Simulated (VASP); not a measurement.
Crystal: BP.

```
CELL_PARAMETERS angstrom
3.20394 0.00000 0.00000
-1.60197 2.77469 0.00000
0.00000 0.00000 8.46663
ATOMIC_POSITIONS crystal
B 0.33333 0.66667 0.25000
B 0.66667 0.33333 0.75000
P 0.66667 0.33333 0.25000
P 0.33333 0.66667 0.75000
```

Base run:

```yaml
Program: VASP 6.6.1
Functional: PBE0
Potentials_or_basis: VASP PAW PBE potentials, release 64 (B, P)
Cutoff: 520 eV
k_mesh: 6 × 6 × 2
Occupations: gaussian, width 0.01 eV
Spin: no spin polarisation
```

Its results: band gap on the k mesh 1.98 eV, direct; pressure -0.6 GPa.

Q: The run is repeated on the same cell with these changes: functional from PBE0 to HF; further incar settings from ALGO = Normal; EDIFF = 1e-07; NBANDS = 16 to ALGO = Normal; EDIFF = 1e-06; NBANDS = 16. What comes out?

A: Band gap on the k mesh 6.38 eV, indirect (least direct gap 6.50 eV); pressure 2.4 GPa.

Caveats: the PAW data sets were made with another functional, which shifts forces and pressure a little; this functional lacks dispersion, which binds the layers, so the pressure and a relaxed spacing across them are unreliable (some runs).

A k mesh can miss the band edges.
